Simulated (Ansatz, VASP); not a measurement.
Co: VASP beside Ansatz

```xyz
2
Lattice="2.4923 0.0000 0.0000 -1.2461 2.1584 0.0000 0.0000 0.0000 4.0337" Properties=species:S:1:pos:R:3 pbc="T T T"
Co    0.0000    1.4389    1.0084
Co    1.2461    0.7195    3.0253
```

Alike in both runs: task relaxation of cell and atoms; functional PBE; dispersion D3(BJ); k mesh 18 × 18 × 10; occupations gaussian, width 0.1 eV; collinear spin.

```csv
,VASP,Ansatz
version,VASP 6.6.1,Ansatz 0.2.0
potentials or method,"VASP PAW PBE potentials, release 64 (Co), cutoff 600 eV","scalar-relativistic, plane waves, PAW"
valence electrons in the cell,18,34
```

```tsv
	VASP	Ansatz	Ansatz less VASP
gap on the k mesh at the Fermi level, each at its own relaxed structure (eV)	none	none	-
net moment per atom (μB)	1.58	1.59	+0.008
size of the moment on the site where the two differ most (μB)	1.59	1.66	+0.068
relaxed volume (Å³/atom)	10.50	10.54	+0.043
relaxed cell length with the largest relative difference (Å)	3.986	3.994	+0.0076
```

Site moments also hang on the region over which each program counts them. A gap of «none» marks a metal or a gap that the smearing closes. VASP's potentials hold 18 valence electrons a cell and Ansatz's 34, so a difference there can come from the potentials and not from the codes.
